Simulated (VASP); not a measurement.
# BP (I-4m2) in VASP: further runs

BP is run at these levels: r2SCAN; tasks: single point.

Everything below comes from runs of VASP 6.6.1. Logs are shortened: lines on timing, memory, paths and dates and some standing lists are left out, and cuts for length are marked.

### Step 1. The cell of the first run

The structure is tetragonal, space group I-4m2 (No. 119). The conventional cell has a = 3.337 Å, b = 3.337 Å, c = 4.538 Å, α = 90.00°, β = 90.00°, γ = 90.00°. B (site symmetry -4m2) has 4 P at 2.02 Å within 2.7 Å. Within 2.7 Å of P (site symmetry -4m2) lie 4 B at 2.02 Å.

### Step 2. Single point, r2SCAN (strain +0.040 along x and y, +0.000 along z)

Contents of POSCAR:

```
BP
1.0
    0.0000000000      2.3597600000      2.2690000000
    2.3597600000      0.0000000000      2.2690000000
    2.3597600000      2.3597600000      0.0000000000
B P
1 1
Direct
    0.0000000000      0.0000000000      0.0000000000
    0.7500000000      0.7500000000      0.7500000000
```

Contents of INCAR.step1:

```
  PREC = Accurate
  ENCUT = 520
  ISMEAR = 0
  SIGMA = 0.05
  LREAL = F
  LASPH = T
  NELM = 60
  NBANDS = 11
  GGA = PE
  ALGO = Normal
  EDIFF = 1E-4
  LWAVE = T
  LCHARG = F
```

Contents of INCAR.step2:

```
  PREC = Accurate
  ENCUT = 520
  EDIFF = 1E-6
  ISMEAR = 0
  SIGMA = 0.05
  LREAL = F
  LASPH = T
  NELM = 60
  ALGO = Normal
  ISIF = 2
  LWAVE = F
  LCHARG = T
  METAGGA = R2SCAN
  LMIXTAU = T
  LELF = T
  LVHAR = T
  NBANDS = 11
  ISTART = 1
```

Contents of KPOINTS:

```
regular mesh
0
Gamma
  10 10 10
```

Potentials or basis: VASP PAW PBE potentials, release 64 (B, P).

Run with:

```
> cat potpaw_PBE.64/B/POTCAR potpaw_PBE.64/P/POTCAR > POTCAR
> cp INCAR.step1 INCAR
> mpirun -np 1 vasp_std > vasp.out
> cp INCAR.step2 INCAR
> mpirun -np 1 vasp_std > vasp.out
```

OUTCAR:

```text
PREC = Accurate
   ENCUT = 520
   EDIFF = 1E-6
   ISMEAR = 0
   LREAL = F
   LASPH = T
   NELM = 60
   ISIF = 2
   METAGGA = R2SCAN
   ISTART = 1

 ion  position               nearest neighbor table
   1  0.000  0.000  0.000-   2 2.02   2 2.02   2 2.02   2 2.02
   2  0.750  0.750  0.750-   1 2.02   1 2.02   1 2.02   1 2.02

  LATTYP: Found a body centered tetragonal cell.
 ALAT       =     3.3372045959
 C/A-ratio  =     1.3598207331

  Lattice vectors:

 A1 = (   0.0000000000,  -2.3597600000,  -2.2690000000)
 A2 = (   0.0000000000,   2.3597600000,  -2.2690000000)
 A3 = (   2.3597600000,   0.0000000000,   2.2690000000)

Analysis of symmetry for initial positions (statically):
=====================================================================
 Subroutine PRICEL returns:
 Original cell was already a primitive cell.

 Routine SETGRP: Setting up the symmetry group for a
 body centered tetragonal supercell.

 Subroutine GETGRP returns: Found  8 space group operations
 (whereof  8 operations were pure point group operations)
 out of a pool of 16 trial point group operations.

The static configuration has the point symmetry D_2d.

Analysis of symmetry for dynamics (positions and initial velocities):
=====================================================================
 Subroutine PRICEL returns:
 Original cell was already a primitive cell.

 Routine SETGRP: Setting up the symmetry group for a
 body centered tetragonal supercell.

 Subroutine GETGRP returns: Found  8 space group operations
 (whereof  8 operations were pure point group operations)
 out of a pool of 16 trial point group operations.

The dynamic configuration has the point symmetry D_2d.

 Subroutine INISYM returns: Found  8 space group operations
 (whereof  8 operations are pure point group operations),
 and found     1 'primitive' translations

----------------------------------------------------------------------------------------

                                     Primitive cell

  volume of cell :      25.2697

  direct lattice vectors                    reciprocal lattice vectors
     0.000000000  2.359760000  2.269000000    -0.211885955  0.211885955  0.220361393
     2.359760000  0.000000000  2.269000000     0.211885955 -0.211885955  0.220361393
     2.359760000  2.359760000  0.000000000     0.211885955  0.211885955 -0.220361393

  length of vectors
     3.273656710  3.273656710  3.337204596     0.371954915  0.371954915  0.371954915

  position of ions in fractional coordinates (direct lattice)
     0.000000000  0.000000000  0.000000000
     0.750000000  0.750000000  0.750000000

  ion indices of the primitive-cell ions
   primitive index   ion index
                 1           1
                 2           2

----------------------------------------------------------------------------------------

 KPOINTS: regular mesh

Automatic generation of k-mesh.
 Grid dimensions read from file:
 generate k-points for:   10   10   10

 Generating k-lattice:

  Cartesian coordinates                     Fractional coordinates (reciprocal lattice)
    -0.021188595  0.021188595  0.022036139     0.100000000 -0.000000000  0.000000000
     0.021188595 -0.021188595  0.022036139    -0.000000000  0.100000000  0.000000000
     0.021188595  0.021188595 -0.022036139     0.000000000  0.000000000  0.100000000

  Length of vectors
     0.037195492  0.037195492  0.037195492

  Shift w.r.t. Gamma in fractional coordinates (k-lattice)
     0.000000000  0.000000000  0.000000000

 Subroutine IBZKPT returns following result:
 ===========================================

 Found    102 irreducible k-points:

 Following reciprocal coordinates:
            Coordinates               Weight
  0.000000  0.000000  0.000000      1.000000
  0.100000 -0.000000  0.000000      8.000000
  0.200000 -0.000000  0.000000      8.000000
  0.300000 -0.000000  0.000000      8.000000
  0.400000 -0.000000  0.000000      8.000000
  0.500000 -0.000000  0.000000      4.000000
[... 16 lines left out ...]
  0.300000  0.300000  0.000000      2.000000
  0.400000  0.300000  0.000000      8.000000
 [... further k-points ...]
   k-points           NKPTS =    102   k-points in BZ     NKDIM =    102   number of bands    NBANDS=     11
   number of dos      NEDOS =    301   number of ions     NIONS =      2
   total plane-waves  NPLWV =  16128
   dimension x,y,z NGX =    24 NGY =   24 NGZ =   28
   dimension x,y,z NGXF=    48 NGYF=   48 NGZF=   56
   ions per type =               1   1
   NGX,Y,Z   is equivalent  to a cutoff of  12.19, 12.19, 13.95 a.u.
   NGXF,Y,Z  is equivalent  to a cutoff of  24.38, 24.38, 27.90 a.u.
 SYSTEM =  unknown system
   PREC   = accura    normal or accurate (medium, high low for compatibility)
   ISTART =      1    job   : 0-new  1-cont  2-samecut
   ICHARG =      0    charge: 1-file 2-atom 10-const
   ISPIN  =      1    spin polarized calculation?
   LNONCOLLINEAR =      F non collinear calculations
   LSORBIT =      F    spin-orbit coupling
   LASPH  =      T    aspherical Exc in radial PAW
   ENCUT  =  520.0 eV  38.22 Ry    6.18 a.u.   6.09  6.09  6.20*2*pi/ulx,y,z
   NELM   =     60;   NELMIN=  2; NELMDL=  0     # of ELM steps
   EDIFF  = 0.1E-05   stopping-criterion for ELM
   LREAL  =      F    real-space projection
   EDIFFG = 0.1E-04   stopping-criterion for IOM
   NSW    =      0    number of steps for IOM
   IBRION =     -1    ionic relax: 0-MD 1-quasi-New 2-CG
   NFREE  =      0    steps in history (QN), initial steepest desc. (CG)
   ISIF   =      2    stress and relaxation
   ISYM   =      2    0-nonsym 1-usesym 2-fastsym
   POTIM  = 0.5000    time-step for ionic-motion
   TEBEG  =    0.0;   TEEND  =   0.0 temperature during run
   PSTRESS=    0.0 pullay stress
   NELECT =       8.0000    total number of electrons
   NUPDOWN=      -1.0000    fix difference up-down
   EMIN   =  10.00;   EMAX   =-10.00  energy-range for DOS
   EFERMI =   0.00;   METHOD = LEGACY
   ISMEAR =     0;   SIGMA  =   0.05  broadening in eV -4-tet -1-fermi 0-gaus
   EFERMI_NEDOS =   21; number of points for ismear=-14 and -15
   IALGO  =     38    algorithm
   IMIX   =      4    mixing-type and parameters
     AMIX     =   0.40;   BMIX     =  1.00
     AMIX_MAG =   1.60;   BMIX_MAG =  1.00
  volume/ion in A,a.u.               =      12.63        85.26
  Fermi-wavevector in a.u.,A,eV,Ry     =   1.115762  2.108484 16.938221  1.244924
  Thomas-Fermi vector in A             =   2.252369
   LORBIT       =      0    0 simple, 1 ext, 2 COOP (PROOUT), +10 PAW based schemes
   METAGGA = R2SCAN    functional components
   LHFCALC =     F    Hartree Fock is set to
   AEXX    =    0.0000 exact exchange contribution
   IVDW    =     0    specifies the selected vdW correction
   LEPSILON=     F    determine dielectric tensor
   LRPA    =     F    only Hartree local field effects (RPA)
 non-spin polarized calculation
 Gauss-broadening in eV      SIGMA  =   0.05
  energy-cutoff  :      520.00
  volume of cell :       25.27
 maximum number of plane-waves:       692
   NGX = 13   NGY = 13   NGZ = 13

 number of electron       7.9999999 magnetization

 Free energy of the ion-electron system (eV)
  ---------------------------------------------------
  ext. energy  EPLUGINS =         0.00000000
  ---------------------------------------------------
  free energy    TOTEN  =       -17.21177967 eV

  energy without entropy =      -17.21177967  energy(sigma->0) =      -17.21177967

 E-fermi :   7.0313     XC(G=0): -11.1505

 val. band max:        6.7312856418   @ k =   0.0000   0.0000   0.0000
 cond. band min:       7.6858770221   @ k =   0.4000   0.4000   0.0000
 fundamental gap:      0.9545913803
 Fermi energy:         7.0312826892

 k-point     1 :       0.0000    0.0000    0.0000
  band No.  band energies     occupation
      1      -9.0708      2.00000
      2       6.3559      2.00000
      3       6.3559      2.00000
      4       6.7313      2.00000
      5       9.8592      0.00000
      6      10.1068      0.00000
      7      10.1068      0.00000
      8      13.2399      0.00000
      9      18.3204      0.00000
     10      18.4167      0.00000
     11      19.3738      0.00000

 k-point     2 :       0.1000   -0.0000    0.0000
  band No.  band energies     occupation
      1      -8.8932      2.00000
      2       5.1517      2.00000
      3       6.0539      2.00000
      4       6.3455      2.00000
      5      10.2146      0.00000
      6      10.4983      0.00000
      7      10.5573      0.00000
      8      13.8650      0.00000
      9      17.8778      0.00000
     10      18.6279      0.00000
     11      18.8954      0.00000

 k-point     3 :       0.2000   -0.0000    0.0000
  band No.  band energies     occupation
      1      -8.3684      2.00000
      2       2.8207      2.00000
      3       5.4657      2.00000
      4       5.8070      2.00000
      5      10.4159      0.00000
      6      11.1694      0.00000
      7      11.2219      0.00000
      8      15.3333      0.00000
      9      17.4887      0.00000
     10      17.9125      0.00000
     11      19.7713      0.00000

 k-point     4 :       0.3000   -0.0000    0.0000
  band No.  band energies     occupation
      1      -7.5306      2.00000
      2       0.4794      2.00000
      3       4.9379      2.00000
      4       5.3465      2.00000
      5      10.2481      0.00000
      6      11.4438      0.00000
      7      11.7099      0.00000
      8      16.6371      0.00000
      9      18.2368      0.00000
     10      18.2654      0.00000
     11      19.9430      0.00000
[... 239 lines left out ...]
 k-point    22 :      -0.2000    0.2000    0.0000
  band No.  band energies     occupation
      1      -7.2838      2.00000
      2       1.2326      2.00000
      3       2.6148      2.00000
      4       4.9845      2.00000
      5      10.7831      0.00000
      6      12.0081      0.00000
      7      13.2463      0.00000
      8      14.9829      0.00000
      9      16.2775      0.00000
     10      20.1079      0.00000
     11      22.0367      0.00000

 k-point    23 :       0.3000    0.3000    0.0000
  band No.  band energies     occupation
      1      -6.8878      2.00000
      2       1.7244      2.00000
      3       3.0995      2.00000
      4       3.0996      2.00000
      5       7.9521      0.00000
      6      10.6648      0.00000
      7      15.4886      0.00000
      8      15.4886      0.00000
      9      19.7386      0.00000
     10      20.8400      0.00000
     11      23.4415      0.00000

 k-point    24 :       0.4000    0.3000    0.0000
  band No.  band energies     occupation
      1      -6.0541      2.00000
      2       0.3133      2.00000
      3       2.4308      2.00000
      4       2.7865      2.00000
      5       8.2394      0.00000
      6      10.2208      0.00000
      7      16.0795      0.00000
      8      16.0921      0.00000
      9      20.8364      0.00000
     10      21.9025      0.00000
     11      23.7637      0.00000

 [... further k-points ...]
[... 5 lines left out ...]
  --------------------------------------------------------------------------------------
  -------------------------------------------------------------------------------------
  Total       -2.4184785     -2.4184785     -0.8439759      0.0000000     -0.0000000      0.0000000
  in kB     -153.3390102   -153.3390102    -53.5106802      0.0000000     -0.0000000      0.0000000
  external PRESSURE =    -120.0629002 kB  Pullay stress =       0.0000000 kB

 VOLUME and BASIS-vectors are now :
 -----------------------------------------------------------------------------
  energy-cutoff  :      520.00
  volume of cell :       25.27
      direct lattice vectors                 reciprocal lattice vectors
     0.000000000  2.359760000  2.269000000    -0.211885955  0.211885955  0.220361393
     2.359760000  0.000000000  2.269000000     0.211885955 -0.211885955  0.220361393
     2.359760000  2.359760000  0.000000000     0.211885955  0.211885955 -0.220361393

 POSITION                                       TOTAL-FORCE (eV/Angst)
 -----------------------------------------------------------------------------------
      0.00000      0.00000      0.00000         0.000000      0.000000      0.000000
      3.53964      3.53964      3.40350        -0.000000     -0.000000     -0.000000
 -----------------------------------------------------------------------------------
    total drift:                                0.000017      0.000017      0.000069

  FREE ENERGIE OF THE ION-ELECTRON SYSTEM (eV)
  ---------------------------------------------------
  free  energy   TOTEN  =       -17.2117796715 eV

  energy  without entropy=      -17.2117796715  energy(sigma->0) =      -17.21177967
```

It took 37 s on 1 thread of Intel Xeon 6975P-C (Granite Rapids), shared host; peak memory 0.16 GiB.

What came out:

| Property | Result |
| --- | --- |
| Free energy | -17.2118 eV |
| Pressure | -12.0 GPa |
| Band gap on the k mesh | 0.95 eV, indirect (least direct gap 3.13 eV) |

Caveat: the cell differs from its parent crystal (strain +0.040 along x and y, +0.000 along z); the PAW data sets were made with another functional, which shifts forces and pressure a little. A k mesh can miss the band edges.

### Step 3. Single point, r2SCAN (strain +0.080 along x and y, -0.040 along z)

Contents of POSCAR:

```
BP
1.0
    0.0000000000      2.4505200000      2.1782400000
    2.4505200000      0.0000000000      2.1782400000
    2.4505200000      2.4505200000      0.0000000000
B P
1 1
Direct
    0.0000000000      0.0000000000      0.0000000000
    0.7500000000      0.7500000000      0.7500000000
```

Contents of INCAR.step1:

```
PREC = Accurate ; ENCUT = 520
ISMEAR = 0 ; SIGMA = 0.05
LREAL = False ; LASPH = True
NELM = 60 ; NBANDS = 11
GGA = PE ; ALGO = Normal
EDIFF = 1E-4 ; LWAVE = True
LCHARG = False
```

Contents of INCAR.step2:

```
PREC = Accurate ; ENCUT = 520
EDIFF = 1E-6 ; ISMEAR = 0
SIGMA = 0.05 ; LREAL = False
LASPH = True ; NELM = 60
ALGO = Normal ; ISIF = 2
LWAVE = False ; LCHARG = False
METAGGA = R2SCAN ; LMIXTAU = True
NBANDS = 11 ; ISTART = 1
```

KPOINTS is that of step 2.

Potentials or basis: VASP PAW PBE potentials, release 64 (B, P).

Run with:

```
> cat potpaw_PBE.64/B/POTCAR potpaw_PBE.64/P/POTCAR > POTCAR
> cp INCAR.step1 INCAR
> mpirun -np 1 vasp_std > vasp.out
> cp INCAR.step2 INCAR
> mpirun -np 1 vasp_std > vasp.out
```

Wall time 37 s (1 thread of Intel Xeon 6975P-C (Granite Rapids), shared host); peak memory 0.16 GiB.

The run converged. Its results:

| Item | Value |
| --- | --- |
| Free energy | -16.9796 eV |
| Pressure | -16.0 GPa |
| Band gap on the k mesh | zero (band 4 reaches 6.79 eV, above the bottom of band 5 at 6.70 eV) |

Stress tensor (GPa, compression positive):
```
-24.52   0.00   0.00
  0.00 -24.52   0.00
  0.00   0.00   1.14
```

Levels at points of the mesh, in eV from the Fermi level:
| k point | band 1 | band 2 | band 3 | band 4 | band 5 | band 6 | band 7 | band 8 |
| --- | --- | --- | --- | --- | --- | --- | --- | --- |
| (0.00, 0.00, 0.00) | -15.84 | -0.92 | -0.92 | 0.09 | 2.48 | 3.24 | 3.24 | 5.50 |
| (0.50, 0.00, 0.00) | -12.75 | -9.27 | -2.95 | -1.66 | 2.21 | 3.89 | 5.51 | 10.02 |
| (0.50, 0.50, 0.00) | -10.63 | -8.44 | -5.23 | -5.23 | 0.31 | 0.46 | 11.33 | 11.33 |
| (0.50, 0.00, 0.50) | -11.60 | -9.43 | -4.16 | -3.97 | 1.67 | 1.99 | 10.06 | 11.58 |

Caveat: the cell differs from its parent crystal (strain +0.080 along x and y, -0.040 along z); the PAW data sets were made with another functional, which shifts forces and pressure a little.
